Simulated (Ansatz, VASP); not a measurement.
**Two plane-wave programs on GdRe**

INCAR

```
SYSTEM = GdRe
PREC = Accurate
ENCUT = 520
EDIFF = 1E-6
ISMEAR = 0
SIGMA = 0.05
LREAL = .False.
LASPH = .True.
NELM = 150
ALGO = Normal
ISIF = 2
LWAVE = .False.
LCHARG = .False.
ISPIN = 2
MAGMOM = 7.8 0
LORBIT = 11
LMAXMIX = 6
LDAU = .True.
LDAUTYPE = 2
LDAUL = 3 -1
LDAUU = 6 0
LDAUJ = 0 0
LDAUPRINT = 1
GGA = PE
NBANDS = 24
```

Contents of KPOINTS:

```
regular mesh
0
Gamma
  6 6 6
  0 0 0
```

The input POSCAR:

```
GdRe
1.0
    3.4753604083      0.0000000000      0.0000000000
    0.0000000000      3.4753604083      0.0000000000
    0.0000000000      0.0000000000      3.4753604083
Gd Re
1 1
Direct
    0.0000000000      0.0000000000      0.0000000000
    0.5000000000      0.5000000000      0.5000000000
```

Input for Ansatz:

```yaml
crystal:
  lattice:
    - [3.4753604083, 0.0, 0.0]
    - [0.0, 3.4753604083, 0.0]
    - [0.0, 0.0, 3.4753604083]
  atoms:
    - { symbol: Gd, position: [0.0, 0.0, 0.0], spin: 7.8 }
    - { symbol: Re, position: [0.5, 0.5, 0.5] }
basis:
  ecutwfc: 420
  ecutrho_ratio: 4
kpoints:
  mp_grid: { grid: [6, 6, 6] }
hamiltonian:
  xc: pbe
  hubbard: { sites: [{ species: Gd, l: f, u_eff: 6.0 }] }
scf:
  occupations: { method: gaussian, width: 0.05 }
  lower_state_search: "off"
output:
  forces: true
  stress: true
  eigenvalues: true
  populations: true
  hubbard: { sites: [{ species: Gd, l: f }] }
magnetization:
  spin_polarized: true
```

Alike in both runs: task single point; functional PBE; k mesh 6 × 6 × 6; occupations gaussian, width 0.05 eV; collinear spin; Hubbard terms Gd f U = 6.0 eV.

|  | VASP | Ansatz |
| --- | --- | --- |
| version | VASP 6.6.1 | Ansatz 0.2.0 |
| potentials or method | VASP PAW PBE potentials, release 64 (Gd, Re), cutoff 520 eV | scalar-relativistic, plane waves, PAW |
| valence electrons in the cell | 25 | 33 |

```tsv
	VASP	Ansatz	Ansatz less VASP
gap on the k mesh at the Fermi level (eV)	none	none	-
pressure (GPa)	0.6	0.5	-0.16
net moment per atom (μB)	3.25	3.23	-0.019
size of the moment on the site where the two differ most (μB)	6.90	7.06	+0.159
```

Site moments also hang on the region over which each program counts them. The programs project onto different local orbitals, so the same U acts differently, and such runs can settle in different states. A gap of «none» marks a metal or a gap that the smearing closes. VASP's potentials hold 25 valence electrons a cell and Ansatz's 33, so a difference there can come from the potentials and not from the codes. Ansatz's warnings: filled band counts differ across k points.

Spin-orbit coupling is off throughout.
